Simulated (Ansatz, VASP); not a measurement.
# CaIrN2: VASP beside Ansatz

The input INCAR:

```
SYSTEM = CaIrN2
AGGAC = 1.0
AGGAX = 1.0
ALDAC = 0.0
ALDAX = 1.0
ALGO = Normal
EDIFF = 1E-6
ENCUT = 700
GGA = B5
GGA_COMPAT = .False.
ISIF = 2
ISMEAR = -1
LASPH = .True.
LCHARG = .False.
LREAL = .False.
LWAVE = .False.
NBANDS = 26
NELM = 120
PREC = Accurate
SIGMA = 0.05
```

Contents of KPOINTS:

```
k-points
0
Gamma
  5 5 5
  0 0 0
```

Contents of POSCAR:

```
CaIrN2
1.0
    1.6488500006      0.9519639917      5.0094002244
   -1.6488500006      0.9519639917      5.0094002244
    0.0000000000     -1.9039279834      5.0094002244
Ir Ca N
1 1 2
Direct
    0.5000000000      0.5000000000      0.5000000000
    0.0000000000      0.0000000000      0.0000000000
    0.2308810000      0.2308810000      0.2308810000
    0.7691190000      0.7691190000      0.7691190000
```

Contents of input.yaml:

```yaml
crystal:
  lattice:
    - [1.6488500006, 0.9519639917, 5.0094002244]
    - [-1.6488500006, 0.9519639917, 5.0094002244]
    - [0.0, -1.9039279834, 5.0094002244]
  atoms:
    - { symbol: Ir, position: [0.5, 0.5, 0.5] }
    - { symbol: Ca, position: [0.0, 0.0, 0.0] }
    - { symbol: "N", position: [0.230881, 0.230881, 0.230881] }
    - { symbol: "N", position: [0.769119, 0.769119, 0.769119] }
hamiltonian:
  xc: blyp
  pseudopotentials: { kind: paw }
kpoints:
  mp_grid: { grid: [5, 5, 5] }
scf:
  occupations: { method: fermi_dirac, width: 0.05 }
  n_extra_bands: 10
output:
  forces: true
  stress: true
  eigenvalues: true
  dos: { projected: true, de: 0.05, nscf_kmesh: { grid: [8, 8, 8] } }
```

Alike in both runs: functional BLYP; k mesh 5 × 5 × 5; occupations fermi-dirac, width 0.05 eV; no spin polarisation.

|  | VASP | Ansatz |
| --- | --- | --- |
| version | VASP 6.6.1 | Ansatz 0.2.0 |
| potentials or method | VASP PAW PBE potentials, release 64 (Ir_sv_GW, Ca_sv, N) | Ansatz PAW |
| plane-wave cutoff (eV) | 700 | 420 |
| valence electrons in the cell | 37 | 37 |
| task | single point | projected density of states |

|  | VASP | Ansatz | Ansatz less VASP |
| --- | --- | --- | --- |
| gap on the k mesh at the Fermi level (eV) | none | none | - |
| pressure (GPa) | 7.6 | 7.0 | -0.55 |
| traceless stress, the component that is largest in VASP (GPa) | -0.86 | -0.82 | +0.040 |
| rms of the force components (eV/Å) | 0.123 | 0.119 | -0.0035 |

VASP's potentials were made for PBE, not for BLYP. Atom by atom the forces differ by 0.003 eV/Å (rms over components). A gap of «none» marks a metal or a gap that the smearing closes. With one functional, cell and mesh, what is left measures potentials, basis and numerics.

The k mesh is coarse, so the values compare programs but aren't converged. Spin-orbit coupling is off throughout.
